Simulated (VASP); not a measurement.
Crystal: BN.

```xyz
2
Lattice="0.0000 1.8130 1.8130 1.8130 0.0000 1.8130 1.8130 1.8130 0.0000" Properties=species:S:1:pos:R:3 pbc="T T T"
N     0.9065    0.9065    0.9065
B     0.0000    0.0000    0.0000
```

Program: VASP 6.6.1. Alike in all runs: potentials or basis VASP PAW PBE potentials, release 64 (N, B); no spin polarisation; cell as given; cutoff (eV) 520. Hardware: 1 thread of AMD EPYC 7R13, with other jobs on the host.

Order these runs on this cell by their wall time, lowest first.
A. task single point; level PBE; k mesh 7 × 7 × 7; smearing fermi-dirac 0.05 eV
B. task dielectric tensor; level PBE; k mesh 13 × 13 × 13; smearing gaussian 0.01 eV
C. task single point; level revPBE; k mesh 13 × 13 × 13; smearing fermi-dirac 0.05 eV
D. task single point; level PBE; k mesh 13 × 13 × 13; smearing gaussian 0.014 eV

A (4.3 s), D (13 s), C (27 s), B (260 s).

Caveats: some runs use coarse meshes.
